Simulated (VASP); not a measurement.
Runs of VASP 6.6.1 on Nb. The structure is that of space group Fm-3m (No. 225), or close to it. The cells are those of the table. This isn't the form of Nb at room conditions, which is bcc.

```csv
task,level,potentials or basis,U,cell,k mesh,cutoff (eV),smearing,grid for exact exchange (PRECFOCK),share of exact exchange,gap on the mesh (eV),pressure (GPa)
single point,LDA+U,"VASP PAW LDA potentials, release 64 (Nb_sv)",Nb d U = 1.0 eV,"a = 3.069 Å, angles 60.0°, 1 atom",11 × 11 × 11,500,fermi-dirac 0.15 eV,-,-,none,-17.9
single point,r2SCAN50,"VASP PAW PBE potentials, release 64 (Nb_sv)",-,"a = 2.991 Å, angles 60.0°, 1 atom",6 × 6 × 6,520,fermi-dirac 0.05 eV,Normal,0.5,none,-8.7
single point,PBE0,"VASP PAW PBE potentials, release 64 (Nb_sv)",-,"a = 3.050 Å, angles 60.0°, 1 atom",6 × 6 × 6,520,fermi-dirac 0.05 eV,Normal,0.25,none,-12.5
single point,r2SCAN50,"VASP PAW PBE potentials, release 64 (Nb_sv)",-,"a = 2.909 Å, angles 60.0°, 1 atom",8 × 8 × 8,440,gaussian 0.15 eV,Normal,0.5,none,(b)
single point,PBE0,"VASP PAW PBE potentials, release 64 (Nb_sv)",-,"a = 2.991 Å, angles 60.0°, 1 atom",6 × 6 × 6,520,fermi-dirac 0.05 eV,Normal,0.25,none,-5.3
single point,HF,"VASP PAW PBE potentials, release 64 (Nb_sv)",-,"a = 2.991 Å, angles 60.0°, 1 atom",6 × 6 × 6,520,fermi-dirac 0.05 eV,Normal,1,none,(a)
relaxation of cell and atoms,HF,"VASP PAW PBE potentials, release 64 (Nb_sv)",-,"relaxed from a = 2.991 Å, angles 60.0°, 1 atom",6 × 6 × 6,600,fermi-dirac 0.05 eV,Normal,1,none,0.0
single point,r2SCANh,"VASP PAW PBE potentials, release 64 (Nb_sv)",-,"a = 2.991 Å, angles 60.0°, 1 atom",6 × 6 × 6,520,fermi-dirac 0.05 eV,Normal,0.1,none,-1.0
```

Alike in all rows: no spin polarisation.

Estimate the missing entries.

(a) 4.6; (b) 11.1.

Caveats: some runs use coarse meshes; the PAW data sets were made with another functional, which shifts forces and pressure a little (at least some runs); the cell stands under tension (at least some runs); U without spin polarisation on a metal has little footing (at least some runs); the U is typed as a test and isn't derived for this compound (at least some runs); the cell stands under pressure (at least some runs).

A k mesh can miss the band edges, and the runs leave out spin-orbit coupling on Nb.

A gap of «none» marks levels without a gap at the run's occupations.
